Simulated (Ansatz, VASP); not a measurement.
# CdI2 in VASP and in Ansatz

The input INCAR:

```
PREC = Accurate ; ENCUT = 400
EDIFF = 1E-8 ; ISMEAR = -1
SIGMA = 0.02 ; LREAL = False
LASPH = True ; NELM = 120
ALGO = Normal ; ISIF = 2
LWAVE = False ; LCHARG = False
GGA = PE ; LEFG = True
NBANDS = 20 ; GGA_COMPAT = False
```

File KPOINTS:

```
Automatic mesh
0
Gamma
  7 7 4
```

File POSCAR:

```
CdI2
1.0
    4.2439992147      0.0000000000      0.0000000000
   -2.1219996073      3.6754111335      0.0000000000
    0.0000000000      0.0000000000      6.8590000000
Cd I
1 2
Direct
    0.0000000000      0.0000000000      0.0000000000
    0.3333333333      0.6666666667      0.2492000000
    0.6666666667      0.3333333333      0.7508000000
```

Input for Ansatz:

```yaml
crystal:
  lattice:
    - [4.2439992147, 0.0, 0.0]
    - [-2.1219996073, 3.6754111335, 0.0]
    - [0.0, 0.0, 6.859]
  atoms:
    - { symbol: Cd, position: [0.0, 0.0, 0.0] }
    - { symbol: I, position: [0.3333333333, 0.6666666667, 0.2492] }
    - { symbol: I, position: [0.6666666667, 0.3333333333, 0.7508] }
kpoints:
  mp_grid: { grid: [7, 7, 4] }
  band_path:
    path:
      - [0.0, 0.0, 0.0]
      - [0.5, 0.0, 0.0]
      - [0.3333333333, 0.3333333333, 0.0]
      - [0.0, 0.0, 0.0]
      - [0.0, 0.0, 0.5]
      - [0.5, 0.0, 0.5]
      - [0.3333333333, 0.3333333333, 0.5]
      - [0.0, 0.0, 0.5]
      - [0.5, 0.0, 0.5]
    npoints: 8
scf:
  occupations: { method: fermi_dirac, width: 0.02 }
hamiltonian:
  xc: pbe
  pseudopotentials: { kind: all_electron, datasets: crystal }
output:
  forces: true
  stress: true
  eigenvalues: true
  efg: { contact_densities: true }
```

Alike in both runs: task electric field gradients; functional PBE; k mesh 7 × 7 × 4; occupations fermi-dirac, width 0.02 eV; no spin polarisation.

|  | VASP | Ansatz |
| --- | --- | --- |
| version | VASP 6.6.1 | Ansatz 0.2.0 |
| potentials or method | VASP PAW PBE potentials, release 64 (Cd, I), cutoff 400 eV | all-electron PAW with datasets made for the crystal, scalar-relativistic |

|  | VASP | Ansatz | Ansatz less VASP |
| --- | --- | --- | --- |
| gap on the k mesh at the Fermi level (eV) | 2.41 | 2.42 | +0.009 |
| pressure (GPa) | 1.8 | 1.9 | +0.09 |
| rms of the force components (eV/Å) | 0.068 | 0.058 | -0.0100 |
| size of Vzz on the site where it differs most (V/Å²) | 54.9 | 56.1 | +1.25 |

Atom by atom the forces differ by 0.010 eV/Å (rms over components). Ansatz ran all-electron here, and VASP with PAW potentials.

Neither program's run includes spin-orbit coupling.
